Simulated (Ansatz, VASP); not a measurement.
**One calculation of Zr, two programs**

```
CELL_PARAMETERS angstrom
-1.81058 1.81058 1.81058
1.81058 -1.81058 1.81058
1.81058 1.81058 -1.81058
ATOMIC_POSITIONS crystal
Zr 0.00000 0.00000 0.00000
```

Alike in both runs: task single point; functional BLYP; k mesh 14 × 14 × 14; occupations fermi-dirac, width 0.1 eV; no spin polarisation.

|  | VASP | Ansatz |
| --- | --- | --- |
| version | VASP 6.6.1 | Ansatz 0.2.0 |
| potentials or method | VASP PAW PBE potentials, release 64 (Zr_sv), cutoff 520 eV | plane waves (420 eV) with PAW, scalar-relativistic |
| valence electrons in the cell | 12 | 12 |

Ansatz gave:

| Item | Value |
| --- | --- |
| pressure (GPa) | -0.1 |

Question: What did VASP give for the same quantities?

Answer: Pressure (GPa): 0.0.

VASP's potentials were made for PBE, not for BLYP.
